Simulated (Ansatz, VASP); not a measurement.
**Two plane-wave programs on Zn**

```xyz
1
Lattice="2.4463 0.0000 0.0000 0.0000 2.4463 0.0000 0.0000 0.0000 2.4463" Properties=species:S:1:pos:R:3 pbc="T T T"
Zn    0.0000    0.0000    0.0000
```

Alike in both runs: task relaxation of cell and atoms; functional LDA; k mesh 15 × 15 × 15; occupations fermi-dirac, width 0.1 eV; no spin polarisation.

```csv
,VASP,Ansatz
version,VASP 6.6.1,Ansatz 0.2.0
potentials or method,"VASP PAW LDA potentials, release 64 (Zn)","PAW with Ansatz's default frozen-core files, scalar-relativistic"
plane-wave cutoff (eV),500,420
valence electrons in the cell,12,12
```

VASP gave:

| Property | Result |
| --- | --- |
| relaxed volume (Å³/atom) | 16.16 |
| relaxed cell length with the largest relative difference (Å) | 2.528 |

Question: Estimate Ansatz's values.

Answer: Relaxed volume (Å³/atom): 16.07; relaxed cell length with the largest relative difference (Å): 2.523.

LDA's correlation is that of Perdew and Zunger in VASP and of Perdew and Wang (1992) in Ansatz.
